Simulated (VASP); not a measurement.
# SnO2 (Pnnm) in VASP: a series of runs

Runs on SnO2. Level: LDA. Tasks: single point.

All numbers are computed with VASP 6.6.1; they aren't measurements. Logs are shortened: lines on timing, memory, paths and dates and some standing lists are left out, and cuts for length are marked.

### 1 The cell of the first run

It takes space group Pnnm (No. 58, orthorhombic). Conventional cell: a = 4.828 Å, b = 4.907 Å, c = 3.268 Å, α = 90.00°, β = 90.00°, γ = 90.00°. Within 2.8 Å of Sn (site symmetry 2/m) lie 6 O at 2.11 Å. O (site symmetry m) has 3 Sn at 2.11 Å and 1 O at 2.67 Å within 2.8 Å.

### 2 Single point, LDA

INCAR

```
PREC     = Accurate       # precision mode
ENCUT    = 520            # plane-wave cutoff, eV
EDIFF    = 1E-7           # SCF threshold, eV
ISMEAR   = 0              # smearing method
SIGMA    = 0.01           # smearing width, eV
LREAL    = F              # projectors in reciprocal space
LASPH    = T              # aspherical terms in the spheres
NELM     = 80             # most SCF steps
ALGO     = Normal         # electronic algorithm
ISIF     = 2              # what is computed and relaxed
LWAVE    = F              # write WAVECAR
LCHARG   = F              # write CHGCAR
NBANDS   = 35             # bands
```

KPOINTS

```
regular mesh
0
Gamma
  4 4 6
```

POSCAR

```
SnO2
1.0
    4.8275760755      0.0000000000      0.0000000000
    0.0000000000      4.9068035099      0.0000000000
    0.0000000000      0.0000000000      3.2676834957
Sn O
2 4
Direct
    0.5000000000      0.5000000000      0.5000000000
    0.0000000000      0.0000000000      0.0000000000
    0.2918550000      0.3210420000      0.0000000000
    0.7918550000      0.1789580000      0.5000000000
    0.2081450000      0.8210420000      0.5000000000
    0.7081450000      0.6789580000      0.0000000000
```

Potentials or basis: VASP PAW LDA potentials, release 64 (Sn_d, O).

On the command line:

```console
$ cat potpaw_LDA.64/Sn_d/POTCAR potpaw_LDA.64/O/POTCAR > POTCAR
$ mpirun -np 1 vasp_std > vasp.out
```

OUTCAR:

```text
PREC = Accurate
   ENCUT = 520
   EDIFF = 1E-7
   ISMEAR = 0
   LREAL = F
   LASPH = T
   NELM = 80
   ISIF = 2

 ion  position               nearest neighbor table
   1  0.500  0.500  0.500-   3 2.11   6 2.11   3 2.11   6 2.11   5 2.11   4 2.11
   2  0.000  0.000  0.000-   4 2.11   5 2.11   4 2.11   5 2.11   3 2.11   6 2.11
   3  0.292  0.321  0.000-   1 2.11   1 2.11   2 2.11
   4  0.792  0.179  0.500-   2 2.11   2 2.11   1 2.11
   5  0.208  0.821  0.500-   2 2.11   2 2.11   1 2.11
   6  0.708  0.679  0.000-   1 2.11   1 2.11   2 2.11

  LATTYP: Found a simple orthorhombic cell.
 ALAT       =     3.2676834957
 B/A-ratio  =     1.4773695439
 C/A-ratio  =     1.5016152930

  Lattice vectors:

 A1 = (   0.0000000000,   0.0000000000,   3.2676834957)
 A2 = (   4.8275760755,   0.0000000000,   0.0000000000)
 A3 = (   0.0000000000,   4.9068035099,   0.0000000000)

Analysis of symmetry for initial positions (statically):
=====================================================================
 Subroutine PRICEL returns:
 Original cell was already a primitive cell.

 Routine SETGRP: Setting up the symmetry group for a
 simple orthorhombic supercell.

 Subroutine GETGRP returns: Found  8 space group operations
 (whereof  4 operations were pure point group operations)
 out of a pool of  8 trial point group operations.

The static configuration has the point symmetry C_2h.
 The point group associated with its full space group is D_2h.

Analysis of symmetry for dynamics (positions and initial velocities):
=====================================================================
 Subroutine PRICEL returns:
 Original cell was already a primitive cell.

 Routine SETGRP: Setting up the symmetry group for a
 simple orthorhombic supercell.

 Subroutine GETGRP returns: Found  8 space group operations
 (whereof  4 operations were pure point group operations)
 out of a pool of  8 trial point group operations.

The dynamic configuration has the point symmetry C_2h.
 The point group associated with its full space group is D_2h.

 Subroutine INISYM returns: Found  8 space group operations
 (whereof  4 operations are pure point group operations),
 and found     1 'primitive' translations

----------------------------------------------------------------------------------------

                                     Primitive cell

  volume of cell :      77.4048

  direct lattice vectors                    reciprocal lattice vectors
     4.827576075  0.000000000  0.000000000     0.207143292  0.000000000  0.000000000
     0.000000000  4.906803510  0.000000000     0.000000000  0.203798664  0.000000000
     0.000000000  0.000000000  3.267683496     0.000000000  0.000000000  0.306027191

  length of vectors
     4.827576075  4.906803510  3.267683496     0.207143292  0.203798664  0.306027191

  position of ions in fractional coordinates (direct lattice)
     0.500000000  0.500000000  0.500000000
     0.000000000  0.000000000  0.000000000
     0.291855000  0.321042000  0.000000000
     0.791855000  0.178958000  0.500000000
     0.208145000  0.821042000  0.500000000
     0.708145000  0.678958000  0.000000000

  ion indices of the primitive-cell ions
   primitive index   ion index
                 1           1
                 2           2
                 3           3
                 4           4
                 5           5
                 6           6

----------------------------------------------------------------------------------------

 KPOINTS: regular mesh

Automatic generation of k-mesh.
 Grid dimensions read from file:
 generate k-points for:    4    4    6

 Generating k-lattice:

  Cartesian coordinates                     Fractional coordinates (reciprocal lattice)
     0.051785823  0.000000000  0.000000000     0.250000000  0.000000000  0.000000000
     0.000000000  0.050949666  0.000000000     0.000000000  0.250000000  0.000000000
     0.000000000  0.000000000  0.051004532     0.000000000  0.000000000  0.166666667

  Length of vectors
     0.051785823  0.050949666  0.051004532

[... 45 lines left out ...]

 number of electron      51.9999975 magnetization

 Free energy of the ion-electron system (eV)
  ---------------------------------------------------
  ext. energy  EPLUGINS =         0.00000000
  ---------------------------------------------------
  free energy    TOTEN  =       -41.99096777 eV

  energy without entropy =      -41.99096777  energy(sigma->0) =      -41.99096777

 E-fermi :   4.8623     XC(G=0): -11.3961

 val. band max:        4.8171886547   @ k =   0.0000   0.0000   0.0000
 cond. band min:       5.3350630859   @ k =   0.0000   0.0000   0.0000
 fundamental gap:      0.5178744312
 Fermi energy:         4.8623389455

 k-point     1 :       0.0000    0.0000    0.0000
  band No.  band energies     occupation
      1     -15.9322      2.00000
      2     -15.3542      2.00000
      3     -15.1807      2.00000
      4     -15.1601      2.00000
      5     -15.1569      2.00000
      6     -15.0876      2.00000
[... 27 lines left out ...]
     34      16.0506      0.00000
     35      16.5582      0.00000

 k-point     2 :       0.2500    0.0000    0.0000
  band No.  band energies     occupation
      1     -15.8573      2.00000
      2     -15.4375      2.00000
      3     -15.1773      2.00000
      4     -15.1570      2.00000
      5     -15.1546      2.00000
      6     -15.1298      2.00000
[... 27 lines left out ...]
     34      16.3803      0.00000
     35      16.7446      0.00000

 k-point     3 :       0.5000    0.0000    0.0000
  band No.  band energies     occupation
      1     -15.6582      2.00000
      2     -15.6582      2.00000
      3     -15.1651      2.00000
      4     -15.1651      2.00000
      5     -15.1531      2.00000
      6     -15.1531      2.00000
[... 27 lines left out ...]
     34      16.3345      0.00000
     35      16.9406      0.00000
[... 723 lines left out ...]
 k-point    23 :       0.2500    0.2500    0.3333
  band No.  band energies     occupation
      1     -15.7743      2.00000
      2     -15.6163      2.00000
      3     -15.4554      2.00000
      4     -15.1833      2.00000
      5     -15.0588      2.00000
      6     -15.0393      2.00000
[... 27 lines left out ...]
     34      16.1635      0.00000
     35      16.5273      0.00000

 k-point    24 :       0.5000    0.2500    0.3333
  band No.  band energies     occupation
      1     -15.7166      2.00000
      2     -15.7166      2.00000
      3     -15.3128      2.00000
      4     -15.3128      2.00000
      5     -15.0515      2.00000
      6     -15.0515      2.00000
[... 27 lines left out ...]
     34      15.5853      0.00000
     35      17.0975      0.00000

 [... further k-points ...]

------------------------ aborting loop because EDIFF is reached ----------------------------------------

  FORCE on cell =-STRESS in cart. coord.  units (eV):
  Direction    XX          YY          ZZ          XY          YZ          ZX
  --------------------------------------------------------------------------------------
  -------------------------------------------------------------------------------------
  Total       -6.3256057     -6.4410606     -7.7039906      0.0000000      0.0000000      0.0000000
  in kB     -130.9317342   -133.3214999   -159.4624919      0.0000000      0.0000000      0.0000000
  external PRESSURE =    -141.2385753 kB  Pullay stress =       0.0000000 kB

 VOLUME and BASIS-vectors are now :
 -----------------------------------------------------------------------------
  energy-cutoff  :      520.00
  volume of cell :       77.40
      direct lattice vectors                 reciprocal lattice vectors
     4.827576075  0.000000000  0.000000000     0.207143292  0.000000000  0.000000000
     0.000000000  4.906803510  0.000000000     0.000000000  0.203798664  0.000000000
     0.000000000  0.000000000  3.267683496     0.000000000  0.000000000  0.306027191

 POSITION                                       TOTAL-FORCE (eV/Angst)
 -----------------------------------------------------------------------------------
      2.41379      2.45340      1.63384        -0.000000      0.000000      0.000000
      0.00000      0.00000      0.00000        -0.000000      0.000000      0.000000
      1.40895      1.57529      0.00000         0.218489      0.038790     -0.000000
      3.82274      0.87811      1.63384         0.218489     -0.038790     -0.000000
      1.00484      4.02869      1.63384        -0.218489      0.038790      0.000000
      3.41862      3.33151      0.00000        -0.218489     -0.038790      0.000000
 -----------------------------------------------------------------------------------
    total drift:                                0.000000      0.000000      0.000000

  FREE ENERGIE OF THE ION-ELECTRON SYSTEM (eV)
  ---------------------------------------------------
  free  energy   TOTEN  =       -41.9909677699 eV

  energy  without entropy=      -41.9909677699  energy(sigma->0) =      -41.99096777
```

It took 1.8 min on 1 thread of Intel Xeon 8259CL, shared host; peak memory 0.2 GiB.

Results:

```
Free energy            : -41.9910 eV
Pressure               : -14.1 GPa
Largest force          : 0.222 eV/Å
Band gap on the k mesh : 0.52 eV
```

Forces in eV/Å, atoms in the order of the input:
```
Sn   0.000  0.000  0.000
Sn   0.000  0.000  0.000
O    0.218  0.039  0.000
O    0.218 -0.039  0.000
O   -0.218  0.039  0.000
O   -0.218 -0.039  0.000
```

Levels at points of the mesh, in eV from the valence-band top:
| k point | band 23 | band 24 | band 25 | band 26 | band 27 | band 28 | band 29 | band 30 |
| --- | --- | --- | --- | --- | --- | --- | --- | --- |
| (0.00, 0.00, 0.00) | -1.14 | -0.58 | -0.58 | 0.00 | 0.52 | 5.34 | 5.75 | 5.90 |
| (0.50, 0.00, 0.00) | -1.11 | -1.11 | -0.39 | -0.39 | 3.53 | 3.53 | 6.32 | 6.32 |
| (0.00, 0.50, 0.00) | -1.10 | -1.10 | -0.52 | -0.52 | 3.69 | 3.69 | 6.75 | 6.75 |
| (0.50, 0.50, 0.00) | -1.23 | -1.23 | -0.67 | -0.67 | 3.98 | 3.98 | 6.86 | 6.86 |
| (0.00, 0.00, 0.50) | -1.38 | -1.38 | -0.98 | -0.98 | 5.24 | 5.24 | 9.03 | 9.03 |
| (0.50, 0.00, 0.50) | -0.76 | -0.76 | -0.71 | -0.71 | 5.53 | 5.53 | 7.40 | 7.40 |
| (0.00, 0.50, 0.50) | -0.97 | -0.97 | -0.60 | -0.60 | 5.43 | 5.43 | 7.19 | 7.19 |
| (0.50, 0.50, 0.50) | -0.79 | -0.79 | -0.60 | -0.60 | 4.05 | 4.05 | 8.32 | 8.32 |

Caveat: the cell stands under tension; spin-orbit coupling is left out, which moves the levels of the heavy elements.

### 3 Single point, LDA

This run uses another cell than the first one, of 13.22 Å³/atom.

INCAR

```
SYSTEM = SnO2
PREC = Accurate
ENCUT = 520
EDIFF = 1E-6
ISMEAR = 0
SIGMA = 0.01
LREAL = .False.
LASPH = .True.
NELM = 80
ALGO = Normal
ISIF = 2
LWAVE = .False.
LCHARG = .False.
NBANDS = 35
```

KPOINTS

```
Automatic mesh
0
Gamma
  4 4 6
  0 0 0
```

POSCAR: that of step 2 with these lines changed.

```diff
@@ -2,5 +2,5 @@
 1.0
-    4.8275760755      0.0000000000      0.0000000000
-    0.0000000000      4.9068035099      0.0000000000
-    0.0000000000      0.0000000000      3.2676834957
+    4.8665098220      0.0000000000      0.0000000000
+    0.0000000000      4.9463762149      0.0000000000
+    0.0000000000      0.0000000000      3.2940369200
 Sn O
```

Potentials or basis: VASP PAW LDA potentials, release 64 (Sn_d, O).

On the command line:

```console
$ cat potpaw_LDA.64/Sn_d/POTCAR potpaw_LDA.64/O/POTCAR > POTCAR
$ mpirun -np 1 vasp_std > vasp.out
```

It took 1.9 min on 1 thread of Intel Xeon 8259CL, shared host; peak memory 0.2 GiB.

It converged, with:

* Free energy: -41.8080 eV
* Pressure: -17.3 GPa
* Largest force: 0.288 eV/Å
* Band gap on the k mesh: 0.42 eV (least direct gap 0.42 eV)

Forces on the atoms (eV/Å):
```
Sn   0.000  0.000  0.000
Sn   0.000  0.000  0.000
O    0.278  0.076  0.000
O    0.278 -0.076  0.000
O   -0.278  0.076  0.000
O   -0.278 -0.076  0.000
```

Stress tensor (GPa, compression positive):
```
-15.90   0.00   0.00
  0.00 -16.11   0.00
  0.00   0.00 -19.74
```

Levels at points of the mesh, in eV from the valence-band top:
```tsv
k point	band 23	band 24	band 25	band 26	band 27	band 28	band 29	band 30
(0.00, 0.00, 0.00)	-1.08	-0.49	-0.49	-0.01	0.42	5.20	5.69	5.84
(0.50, 0.00, 0.00)	-1.05	-1.05	-0.31	-0.31	3.37	3.37	6.26	6.26
(0.00, 0.50, 0.00)	-1.04	-1.04	-0.44	-0.44	3.52	3.52	6.67	6.67
(0.50, 0.50, 0.00)	-1.17	-1.17	-0.58	-0.58	3.81	3.81	6.76	6.76
(0.00, 0.00, 0.50)	-1.25	-1.25	-0.89	-0.89	5.05	5.05	8.91	8.91
(0.50, 0.00, 0.50)	-0.66	-0.66	-0.65	-0.65	5.33	5.33	7.28	7.28
(0.00, 0.50, 0.50)	-0.86	-0.86	-0.54	-0.54	5.24	5.24	7.06	7.06
(0.50, 0.50, 0.50)	-0.70	-0.70	-0.51	-0.51	3.90	3.90	8.25	8.25
```

Caveat: the cell stands under tension; spin-orbit coupling is left out, which moves the levels of the heavy elements.

### 4 Single point, LDA

This run uses another cell than the first one, of 13.53 Å³/atom.

INCAR

```
PREC     = Accurate       # precision mode
ENCUT    = 520            # plane-wave cutoff, eV
EDIFF    = 1E-6           # SCF threshold, eV
ISMEAR   = 0              # smearing method
SIGMA    = 0.01           # smearing width, eV
LREAL    = False          # projectors in reciprocal space
LASPH    = True           # aspherical terms in the spheres
NELM     = 80             # most SCF steps
ALGO     = Normal         # electronic algorithm
ISIF     = 2              # what is computed and relaxed
LWAVE    = False          # write WAVECAR
LCHARG   = False          # write CHGCAR
GGA      = CA             # functional
NBANDS   = 35             # bands
```

KPOINTS

```
regular mesh
0
Gamma
  4 4 6
```

POSCAR: that of step 3 with these lines changed.

```diff
@@ -2,5 +2,5 @@
 1.0
-    4.8665098220      0.0000000000      0.0000000000
-    0.0000000000      4.9463762149      0.0000000000
-    0.0000000000      0.0000000000      3.2940369200
+    4.9048303748      0.0000000000      0.0000000000
+    0.0000000000      4.9853256628      0.0000000000
+    0.0000000000      0.0000000000      3.3199752865
 Sn O
```

On the command line:

```console
$ cat potpaw_LDA.64/Sn_d/POTCAR potpaw_LDA.64/O/POTCAR > POTCAR
$ mpirun -np 1 vasp_std > vasp.out
```

Run time: 2.2 min. Hardware: 1 thread of Intel Xeon 8259CL, shared host; peak memory 0.21 GiB.

Results (log left out):

- Free energy: -41.5913 eV
- Pressure: -19.9 GPa
- Largest force: 0.349 eV/Å
- Band gap on the k mesh: 0.31 eV (least direct gap 0.44 eV)

Forces on the atoms (eV/Å):
```
Sn   0.000  0.000  0.000
Sn   0.000  0.000  0.000
O    0.332  0.108  0.000
O    0.332 -0.108  0.000
O   -0.332  0.108  0.000
O   -0.332 -0.108  0.000
```

Stress tensor (GPa, compression positive):
```
-18.27   0.00   0.00
  0.00 -18.46   0.00
  0.00   0.00 -22.95
```

Levels at points of the mesh, in eV from the valence-band top:
```csv
k point,band 24,band 25,band 26,band 27,band 28,band 29
"(0.00, 0.00, 0.00)",-0.48,-0.48,-0.13,0.31,4.99,5.57
"(0.50, 0.00, 0.00)",-1.05,-0.30,-0.30,3.15,3.15,6.14
"(0.00, 0.50, 0.00)",-1.04,-0.43,-0.43,3.30,3.30,6.54
"(0.50, 0.50, 0.00)",-1.17,-0.57,-0.57,3.58,3.58,6.60
"(0.00, 0.00, 0.50)",-1.20,-0.86,-0.86,4.80,4.80,8.73
"(0.50, 0.00, 0.50)",-0.67,-0.63,-0.63,5.08,5.08,7.09
"(0.00, 0.50, 0.50)",-0.83,-0.55,-0.55,4.99,4.99,6.88
"(0.50, 0.50, 0.50)",-0.68,-0.49,-0.49,3.69,3.69,8.12
```

Caveat: the cell stands under tension; spin-orbit coupling is left out, which moves the levels of the heavy elements.

### 5 Single point, LDA

This run uses another cell than the first one, of 13.84 Å³/atom.

INCAR

```
PREC = Accurate
ENCUT = 520
EDIFF = 1E-6
ISMEAR = 0
SIGMA = 0.01
LREAL = F
LASPH = T
NELM = 60
ALGO = Normal
ISIF = 2
LWAVE = F
LCHARG = F
NBANDS = 35
```

KPOINTS

```
Automatic mesh
0
Gamma
  4 4 6
```

POSCAR: that of step 4 with these lines changed.

```diff
@@ -2,5 +2,5 @@
 1.0
-    4.9048303748      0.0000000000      0.0000000000
-    0.0000000000      4.9853256628      0.0000000000
-    0.0000000000      0.0000000000      3.3199752865
+    4.9425613219      0.0000000000      0.0000000000
+    0.0000000000      5.0236758288      0.0000000000
+    0.0000000000      0.0000000000      3.3455145616
 Sn O
```

On the command line:

```console
$ cat potpaw_LDA.64/Sn_d/POTCAR potpaw_LDA.64/O/POTCAR > POTCAR
$ mpirun -np 1 vasp_std > vasp.out
```

Wall time 2.7 min (1 thread of Intel Xeon 8259CL, shared host); peak memory 0.22 GiB.

Results (log left out):

```
Free energy            : -41.3458 eV
Pressure               : -22.2 GPa
Largest force          : 0.407 eV/Å
Band gap on the k mesh : 0.26 eV (least direct gap 0.55 eV)
```

Forces on the atoms (eV/Å):
```
Sn   0.000  0.000  0.000
Sn   0.000  0.000  0.000
O    0.383  0.138  0.000
O    0.383 -0.138  0.000
O   -0.383  0.138  0.000
O   -0.383 -0.138  0.000
```

Stress tensor (GPa, compression positive):
```
-20.28   0.00   0.00
  0.00 -20.48   0.00
  0.00   0.00 -25.73
```

Levels at points of the mesh, in eV from the valence-band top:
```tsv
k point	band 24	band 25	band 26	band 27	band 28	band 29
(0.00, 0.00, 0.00)	-0.47	-0.47	-0.29	0.26	4.78	5.45
(0.50, 0.00, 0.00)	-1.06	-0.29	-0.29	2.94	2.94	6.02
(0.00, 0.50, 0.00)	-1.05	-0.42	-0.42	3.10	3.10	6.40
(0.50, 0.50, 0.00)	-1.18	-0.55	-0.55	3.37	3.37	6.45
(0.00, 0.00, 0.50)	-1.16	-0.83	-0.83	4.57	4.57	8.56
(0.50, 0.00, 0.50)	-0.67	-0.61	-0.61	4.83	4.83	6.91
(0.00, 0.50, 0.50)	-0.79	-0.56	-0.56	4.75	4.75	6.70
(0.50, 0.50, 0.50)	-0.66	-0.47	-0.47	3.49	3.49	7.99
```

Caveat: the cell stands under tension; spin-orbit coupling is left out, which moves the levels of the heavy elements.

### 6 Overview

| cell | gap on the mesh (eV) | pressure (GPa) | largest force (eV/Å) |
| --- | --- | --- | --- |
| a = 4.828, b = 4.907, c = 3.268 Å, 6 atoms | 0.52 | -14.1 | 0.22 |
| a = 4.867, b = 4.946, c = 3.294 Å, 6 atoms | 0.42 | -17.3 | 0.29 |
| a = 4.905, b = 4.985, c = 3.320 Å, 6 atoms | 0.31 | -19.9 | 0.35 |
| a = 4.943, b = 5.024, c = 3.346 Å, 6 atoms | 0.26 | -22.2 | 0.41 |

Alike in all rows: task single point; level LDA; potentials or basis VASP PAW LDA potentials, release 64 (Sn_d, O); no spin polarisation; k mesh 4 × 4 × 6; cutoff (eV) 520; smearing gaussian 0.01 eV.

Caveats: the cell stands under tension; spin-orbit coupling is left out, which moves the levels of the heavy elements.

Total energies depend on the potentials used, so only differences within one code and one set of settings carry meaning.
